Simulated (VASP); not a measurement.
# I (Cmce) in VASP: single point with LDA

Aim: the single point of I with LDA.

Everything below comes from runs of VASP 6.6.1. Logs are shortened: lines on timing, memory, paths and dates and some standing lists are left out, and cuts for length are marked.

### 1 The cell of the first run

Symmetry: Cmce, No. 64, orthorhombic system. Conventional cell: a = 6.907 Å, b = 4.551 Å, c = 9.305 Å, α = 90.00°, β = 90.00°, γ = 90.00°. I (site symmetry m) has 4 I at 2.79 to 3.74 Å within 3.8 Å.

### 2 Single point, LDA

The input, INCAR:

```
ALGO     = Normal         # electronic algorithm
EDIFF    = 1E-7           # SCF threshold, eV
ENCUT    = 520            # plane-wave cutoff, eV
ISIF     = 2              # what is computed and relaxed
ISMEAR   = 0              # smearing method
LASPH    = T              # aspherical terms in the spheres
LCHARG   = T              # write CHGCAR
LELF     = T              # ELF
LREAL    = F              # projectors in reciprocal space
LVHAR    = T            
LWAVE    = F              # write WAVECAR
NBANDS   = 22             # bands
NELM     = 80             # most SCF steps
PREC     = Accurate       # precision mode
SIGMA    = 0.05           # smearing width, eV
```

The input, KPOINTS:

```
k-points
0
Gamma
  5 5 2
```

The input, POSCAR:

```
I
1.0
    3.4536298314     -2.2754973525      0.0000000000
    3.4536298314      2.2754973525      0.0000000000
    0.0000000000      0.0000000000      9.3047017529
I
4
Direct
    0.8246011778      0.1753988222      0.8769477656
    0.3246011778      0.6753988222      0.6230522344
    0.1753988222      0.8246011778      0.1230522344
    0.6753988222      0.3246011778      0.3769477656
```

Potentials or basis: VASP PAW LDA potentials, release 64 (I).

Command:

```console
cat potpaw_LDA.64/I/POTCAR > POTCAR
mpirun -np 1 vasp_std > vasp.out
```

OUTCAR:

```text
EDIFF = 1E-7
   ENCUT = 520
   ISIF = 2
   ISMEAR = 0
   LASPH = T
   LREAL = F
   NELM = 80
   PREC = Accurate

 ion  position               nearest neighbor table
   1  0.825  0.175  0.877-   3 2.79   2 3.28   2 3.28
   2  0.325  0.675  0.623-   4 2.79   1 3.28   1 3.28
   3  0.175  0.825  0.123-   1 2.79   4 3.28   4 3.28
   4  0.675  0.325  0.377-   2 2.79   3 3.28   3 3.28

  LATTYP: Found a base centered orthorhombic cell.
 ALAT       =     4.5509947050
 B/A-ratio  =     1.5177472422
 C/A-ratio  =     2.0445424256

  Lattice vectors:

 A1 = (  -3.4536298314,  -2.2754973525,   0.0000000000)
 A2 = (   3.4536298314,  -2.2754973525,   0.0000000000)
 A3 = (   0.0000000000,   0.0000000000,   9.3047017529)

Analysis of symmetry for initial positions (statically):
=====================================================================
 Subroutine PRICEL returns:
 Original cell was already a primitive cell.

 Routine SETGRP: Setting up the symmetry group for a
 base centered orthorhombic supercell.

 Subroutine GETGRP returns: Found  8 space group operations
 (whereof  4 operations were pure point group operations)
 out of a pool of  8 trial point group operations.

The static configuration has the point symmetry C_2h.
 The point group associated with its full space group is D_2h.

Analysis of symmetry for dynamics (positions and initial velocities):
=====================================================================
 Subroutine PRICEL returns:
 Original cell was already a primitive cell.

 Routine SETGRP: Setting up the symmetry group for a
 base centered orthorhombic supercell.

 Subroutine GETGRP returns: Found  8 space group operations
 (whereof  4 operations were pure point group operations)
 out of a pool of  8 trial point group operations.

The dynamic configuration has the point symmetry C_2h.
 The point group associated with its full space group is D_2h.

 Subroutine INISYM returns: Found  8 space group operations
 (whereof  4 operations are pure point group operations),
 and found     1 'primitive' translations

----------------------------------------------------------------------------------------

                                     Primitive cell

  volume of cell :     146.2462

  direct lattice vectors                    reciprocal lattice vectors
     3.453629831 -2.275497352  0.000000000     0.144775215 -0.219732183  0.000000000
     3.453629831  2.275497352  0.000000000     0.144775215  0.219732183  0.000000000
     0.000000000  0.000000000  9.304701753     0.000000000  0.000000000  0.107472547

  length of vectors
     4.135873211  4.135873211  9.304701753     0.263138927  0.263138927  0.107472547

  position of ions in fractional coordinates (direct lattice)
     0.824601178  0.175398822  0.876947766
     0.324601178  0.675398822  0.623052234
     0.175398822  0.824601178  0.123052234
     0.675398822  0.324601178  0.376947766

  ion indices of the primitive-cell ions
   primitive index   ion index
                 1           1
                 2           2
                 3           3
                 4           4

----------------------------------------------------------------------------------------

 KPOINTS: k-points

Automatic generation of k-mesh.
 Grid dimensions read from file:
 generate k-points for:    5    5    2

 Generating k-lattice:

  Cartesian coordinates                     Fractional coordinates (reciprocal lattice)
     0.028955043 -0.043946437  0.000000000     0.200000000  0.000000000  0.000000000
     0.028955043  0.043946437  0.000000000     0.000000000  0.200000000  0.000000000
     0.000000000  0.000000000  0.053736274     0.000000000  0.000000000  0.500000000

  Length of vectors
     0.052627785  0.052627785  0.053736274

  Shift w.r.t. Gamma in fractional coordinates (k-lattice)
     0.000000000  0.000000000  0.000000000

 Subroutine IBZKPT returns following result:
 ===========================================

 Found     18 irreducible k-points:

 Following reciprocal coordinates:
            Coordinates               Weight
  0.000000  0.000000  0.000000      1.000000
  0.200000 -0.000000  0.000000      4.000000
  0.400000 -0.000000  0.000000      4.000000
  0.200000  0.200000  0.000000      2.000000
  0.400000  0.200000  0.000000      4.000000
 -0.400000  0.200000  0.000000      4.000000
[... 10 lines left out ...]
  0.400000  0.400000  0.500000      2.000000
 -0.400000  0.400000  0.500000      2.000000
   k-points           NKPTS =     18   k-points in BZ     NKDIM =     18   number of bands    NBANDS=     22
   number of dos      NEDOS =    301   number of ions     NIONS =      4
   total plane-waves  NPLWV =  71680
   dimension x,y,z NGX =    32 NGY =   32 NGZ =   70
   dimension x,y,z NGXF=    64 NGYF=   64 NGZF=  140
   ions per type =               4
   NGX,Y,Z   is equivalent  to a cutoff of  12.86, 12.86, 12.51 a.u.
   NGXF,Y,Z  is equivalent  to a cutoff of  25.73, 25.73, 25.01 a.u.
 SYSTEM =  unknown system
   PREC   = accura    normal or accurate (medium, high low for compatibility)
   ISTART =      0    job   : 0-new  1-cont  2-samecut
   ICHARG =      2    charge: 1-file 2-atom 10-const
   ISPIN  =      1    spin polarized calculation?
   LNONCOLLINEAR =      F non collinear calculations
   LSORBIT =      F    spin-orbit coupling
   LASPH  =      T    aspherical Exc in radial PAW
   ENCUT  =  520.0 eV  38.22 Ry    6.18 a.u.   7.69  7.69 17.30*2*pi/ulx,y,z
   NELM   =     80;   NELMIN=  2; NELMDL= -5     # of ELM steps
   EDIFF  = 0.1E-06   stopping-criterion for ELM
   LREAL  =      F    real-space projection
   EDIFFG = 0.1E-05   stopping-criterion for IOM
   NSW    =      0    number of steps for IOM
   IBRION =     -1    ionic relax: 0-MD 1-quasi-New 2-CG
   NFREE  =      0    steps in history (QN), initial steepest desc. (CG)
   ISIF   =      2    stress and relaxation
   ISYM   =      2    0-nonsym 1-usesym 2-fastsym
   POTIM  = 0.5000    time-step for ionic-motion
   TEBEG  =    0.0;   TEEND  =   0.0 temperature during run
   PSTRESS=    0.0 pullay stress
   NELECT =      28.0000    total number of electrons
   NUPDOWN=      -1.0000    fix difference up-down
   EMIN   =  10.00;   EMAX   =-10.00  energy-range for DOS
   EFERMI =   0.00;   METHOD = LEGACY
   ISMEAR =     0;   SIGMA  =   0.05  broadening in eV -4-tet -1-fermi 0-gaus
   EFERMI_NEDOS =   21; number of points for ismear=-14 and -15
   IALGO  =     38    algorithm
   IMIX   =      4    mixing-type and parameters
     AMIX     =   0.40;   BMIX     =  1.00
     AMIX_MAG =   1.60;   BMIX_MAG =  1.00
  volume/ion in A,a.u.               =      36.56       246.73
  Fermi-wavevector in a.u.,A,eV,Ry     =   0.943552  1.783055 12.113144  0.890291
  Thomas-Fermi vector in A             =   2.071271
   LORBIT       =      0    0 simple, 1 ext, 2 COOP (PROOUT), +10 PAW based schemes
   GGA     = CA    functional components
   LHFCALC =     F    Hartree Fock is set to
   AEXX    =    0.0000 exact exchange contribution
   IVDW    =     0    specifies the selected vdW correction
   LEPSILON=     F    determine dielectric tensor
   LRPA    =     F    only Hartree local field effects (RPA)
 non-spin polarized calculation
 Gauss-broadening in eV      SIGMA  =   0.05
  energy-cutoff  :      520.00
  volume of cell :      146.25
 maximum number of plane-waves:      3970
   NGX = 15   NGY = 15   NGZ = 35

 number of electron      28.0000000 magnetization

 Free energy of the ion-electron system (eV)
  ---------------------------------------------------
  ext. energy  EPLUGINS =         0.00000000
  ---------------------------------------------------
  free energy    TOTEN  =        -8.06359500 eV

  energy without entropy =       -8.06359500  energy(sigma->0) =       -8.06359500

 E-fermi :   4.1397     XC(G=0):  -9.0700

 val. band max:        3.8657331249   @ k =  -0.4000   0.2000   0.5000
 cond. band min:       4.8107400637   @ k =   0.4000   0.4000   0.5000
 fundamental gap:      0.9450069388
 Fermi energy:         4.1397191365

 k-point     1 :       0.0000    0.0000    0.0000
  band No.  band energies     occupation
      1     -10.0023      2.00000
      2      -9.0691      2.00000
      3      -8.3649      2.00000
      4      -6.7217      2.00000
      5      -0.8080      2.00000
      6       0.7426      2.00000
[... 14 lines left out ...]
     21      11.0969      0.00000
     22      11.2319      0.00000

 k-point     2 :       0.2000   -0.0000    0.0000
  band No.  band energies     occupation
      1      -9.7961      2.00000
      2      -8.9899      2.00000
      3      -8.2119      2.00000
      4      -6.9111      2.00000
      5      -0.7944      2.00000
      6       0.1884      2.00000
[... 14 lines left out ...]
     21      10.9586      0.00000
     22      11.4490      0.00000

 k-point     3 :       0.4000   -0.0000    0.0000
  band No.  band energies     occupation
      1      -9.3045      2.00000
      2      -8.9516      2.00000
      3      -7.8467      2.00000
      4      -7.3826      2.00000
      5      -1.1187      2.00000
      6      -0.9251      2.00000
[... 14 lines left out ...]
     21      11.9231      0.00000
     22      12.7623      0.00000
[... 326 lines left out ...]
 k-point    17 :       0.4000    0.4000    0.5000
  band No.  band energies     occupation
      1      -9.2434      2.00000
      2      -9.2434      2.00000
      3      -7.2132      2.00000
      4      -7.2132      2.00000
      5      -0.1592      2.00000
      6      -0.1592      2.00000
[... 14 lines left out ...]
     21      11.5667      0.00000
     22      11.5667      0.00000

 k-point    18 :      -0.4000    0.4000    0.5000
  band No.  band energies     occupation
      1      -9.1133      2.00000
      2      -9.1133      2.00000
      3      -7.3234      2.00000
      4      -7.3234      2.00000
      5      -0.4703      2.00000
      6      -0.4703      2.00000
[... 14 lines left out ...]
     21      11.2650      0.00000
     22      11.2650      0.00000

------------------------ aborting loop because EDIFF is reached ----------------------------------------

  FORCE on cell =-STRESS in cart. coord.  units (eV):
  Direction    XX          YY          ZZ          XY          YZ          ZX
  --------------------------------------------------------------------------------------
  -------------------------------------------------------------------------------------
  Total        0.4123188     -0.4673756      0.0986443      0.0000000      0.0000000      0.0000000
  in kB        4.5170941     -5.1202608      1.0806826      0.0000000      0.0000000      0.0000000
  external PRESSURE =       0.1591719 kB  Pullay stress =       0.0000000 kB

 VOLUME and BASIS-vectors are now :
 -----------------------------------------------------------------------------
  energy-cutoff  :      520.00
  volume of cell :      146.25
      direct lattice vectors                 reciprocal lattice vectors
     3.453629831 -2.275497352  0.000000000     0.144775215 -0.219732183  0.000000000
     3.453629831  2.275497352  0.000000000     0.144775215  0.219732183  0.000000000
     0.000000000  0.000000000  9.304701753     0.000000000  0.000000000  0.107472547

 POSITION                                       TOTAL-FORCE (eV/Angst)
 -----------------------------------------------------------------------------------
      3.45363     -1.47726      8.15974         0.000000     -0.002616      0.003910
      3.45363      0.79824      5.79732         0.000000     -0.002616     -0.003910
      3.45363      1.47726      1.14496         0.000000      0.002616     -0.003910
      3.45363     -0.79824      3.50739         0.000000      0.002616      0.003910
 -----------------------------------------------------------------------------------
    total drift:                               -0.000000     -0.000000     -0.000000

  FREE ENERGIE OF THE ION-ELECTRON SYSTEM (eV)
  ---------------------------------------------------
  free  energy   TOTEN  =        -8.0635949962 eV

  energy  without entropy=       -8.0635949962  energy(sigma->0) =       -8.06359500
```

Run time: 1.8 min. Hardware: 1 thread of AMD EPYC 7R43 (Zen 3), shared host; peak memory 0.18 GiB.

Results:

- Free energy: -8.0636 eV
- Pressure: 0.0 GPa
- Largest force: 0.005 eV/Å
- Band gap on the k mesh: 0.94 eV (least direct gap 1.32 eV)

Forces in eV/Å, atoms in the order of the input:
```
I    0.000 -0.003  0.004
I    0.000 -0.003 -0.004
I    0.000  0.003 -0.004
I    0.000  0.003  0.004
```

Stress tensor (GPa, compression positive):
```
 0.45  0.00  0.00
 0.00 -0.51  0.00
 0.00  0.00  0.11
```

Caveat: spin-orbit coupling is left out, which moves the levels of the heavy elements; an odd mesh through Γ misses points on the zone boundary, where band edges can lie.
